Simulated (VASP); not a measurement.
C:

```xyz
4
Lattice="1.2280 -2.1271 0.0000 1.2280 2.1271 0.0000 0.0000 0.0000 7.1733" Properties=species:S:1:pos:R:3 pbc="T T T"
C     1.2280    1.7724    5.4025
C     1.2280   -0.3547    1.7708
C     1.2280   -1.7724    1.7708
C     1.2280    0.3547    5.4025
```

* Program: VASP 6.6.1
* Task: relaxation of cell and atoms
* Functional: r2SCAN
* Potentials or basis: VASP PAW PBE potentials, release 64 (C_h)
* Cutoff: 1430 eV
* k mesh: 1 × 1 × 1
* Occupations: gaussian, width 0.1 eV
* Spin: no spin polarisation

At the start: pressure 20.7 GPa; volume 9.37 Å³/atom.

**Question.** Where does the relaxation end?

**Answer.** Over 20 steps the energy falls by 85.3 meV/atom and the volume is 13.12 Å³/atom (+40.0 %); space group Fmmm (No. 69, to 0.1 Å) before and after.

The path:
| step | energy change (eV) | largest force (eV/Å) | pressure (GPa) | volume (Å³) |
| --- | --- | --- | --- | --- |
| 1 | 0.0000 | 0.0485 | 20.68 | 37.48 |
| 2 | 0.5575 | 0.3050 | -30.80 | 44.40 |
| 3 | -0.1331 | 0.1151 | 0.98 | 39.50 |
| 4 | -0.1335 | 0.1094 | 1.89 | 39.40 |
| 5 | -0.1827 | 0.8124 | 1.29 | 40.46 |
| 6 | -0.2022 | 1.8785 | 0.88 | 41.66 |
| 7 | -0.2101 | 1.7785 | 0.84 | 41.80 |
| 8 | -0.2316 | 1.4791 | 0.74 | 42.20 |
| 9 | -0.2658 | 0.8837 | 0.61 | 43.01 |
| 10 | -0.3017 | 0.2936 | 0.56 | 44.62 |
| 11 | -0.3052 | 0.8040 | 0.61 | 45.32 |
| 12 | -0.3135 | 0.6146 | 0.61 | 45.87 |
| 13 | -0.3294 | 0.0406 | 0.68 | 47.53 |
| 14 | -0.3274 | 1.1335 | 1.00 | 50.83 |
| 15 | -0.3334 | 0.5273 | 0.82 | 49.14 |
| 16 | -0.3386 | 0.2356 | 0.60 | 50.39 |
| 17 | -0.3407 | 0.1665 | 0.33 | 52.14 |
| 18 | -0.3407 | 0.1142 | 0.37 | 51.91 |
| 19 | -0.3410 | 0.0199 | 0.12 | 52.34 |
| 20 | -0.3410 | 0.0080 | 0.05 | 52.47 |

Final structure:
```yaml
crystal:
  lattice:
    - [1.25351, -2.16993, 0.00000]
    - [1.25351, 2.16993, 0.00000]
    - [0.00000, 0.00000, 9.64480]
  atoms:
    - { symbol: C, position: [0.08333, 0.91667, 0.75159] }
    - { symbol: C, position: [0.58333, 0.41667, 0.24841] }
    - { symbol: C, position: [0.91667, 0.08333, 0.24841] }
    - { symbol: C, position: [0.41667, 0.58333, 0.75159] }
```

Caveat: the k points lie up to 2.89 Å⁻¹ apart in the final cell, too coarse for converged energies, forces and pressures; the volume moved by over 15 % at a fixed basis, so the end points are rough; the PAW data sets were made with another functional, which shifts forces and pressure a little.
